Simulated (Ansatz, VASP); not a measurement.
## One calculation of Ta2SiO3, two programs

```
Ta Si O
1.0
     5.03019    0.00000    0.00000
    -2.51509    4.35627    0.00000
     0.00000    0.00000    3.21795
Ta Si O
2 1 3
Direct
  0.33333 0.66667 0.50000
  0.66667 0.33333 0.50000
  0.00000 0.00000 0.00000
  0.59366 0.00000 0.00000
  0.00000 0.59366 0.00000
  0.40634 0.40634 0.00000
```

Alike in both runs: task relaxation of cell and atoms; functional PBE; k mesh 6 × 6 × 6; occupations gaussian, width 0.1 eV; no spin polarisation.

|  | VASP | Ansatz |
| --- | --- | --- |
| version | VASP 6.6.1 | Ansatz 0.2.0 |
| potentials or method | VASP PAW PBE potentials, release 64 (Ta_pv, Si, O), cutoff 600 eV | scalar-relativistic, plane waves, PAW |
| valence electrons in the cell | 44 | 48 |

VASP gave:

| Property | Result |
| --- | --- |
| gap on the k mesh at the Fermi level, each at its own relaxed structure (eV) | 0.68 |
| relaxed volume (Å³/atom) | 11.79 |
| relaxed cell length with the largest relative difference (Å) | 3.227 |

Question: What did Ansatz give for the same quantities?

Answer: gap on the k mesh at the Fermi level, each at its own relaxed structure (eV): 0.68; relaxed volume (Å³/atom): 11.75; relaxed cell length with the largest relative difference (Å): 3.218.

VASP's potentials hold 44 valence electrons a cell and Ansatz's 48, so a difference there can come from the potentials and not from the codes.

Spin-orbit coupling is off throughout.
